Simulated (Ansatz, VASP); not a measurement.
# One calculation of Au, two programs

```
CELL_PARAMETERS angstrom
2.93973 0.00000 0.00000
-1.46986 2.54588 0.00000
0.00000 0.00000 4.74898
ATOMIC_POSITIONS crystal
Au 0.33333 0.66667 0.75000
Au 0.66667 0.33333 0.25000
```

Alike in both runs: task single point; functional r2SCAN; k mesh 24 × 24 × 12; occupations gaussian, width 0.15 eV; no spin polarisation.

|  | VASP | Ansatz |
| --- | --- | --- |
| version | VASP 6.6.1 | Ansatz 0.2.0 |
| potentials or method | VASP PAW PBE potentials, release 64 (Au), cutoff 520 eV | scalar-relativistic, plane waves, PAW |
| valence electrons in the cell | 22 | 38 |

Ansatz gave:

```
gap on the k mesh at the Fermi level (eV)                     : none
pressure (GPa)                                                : -1.5
traceless stress, the component that is largest in VASP (GPa) : 1.81
```

What did VASP give for the same quantities?

gap on the k mesh at the Fermi level (eV): none; pressure (GPa): -1.3; traceless stress, the component that is largest in VASP (GPa): 1.83.

VASP's potentials were made for PBE, not for r2SCAN. A gap of «none» marks a metal or a gap that the smearing closes. The functional is the same, so the differences come from potentials, cutoffs and numerics. VASP's potentials hold 22 valence electrons a cell and Ansatz's 38, so a difference there can come from the potentials and not from the codes.

Spin-orbit coupling is off throughout.
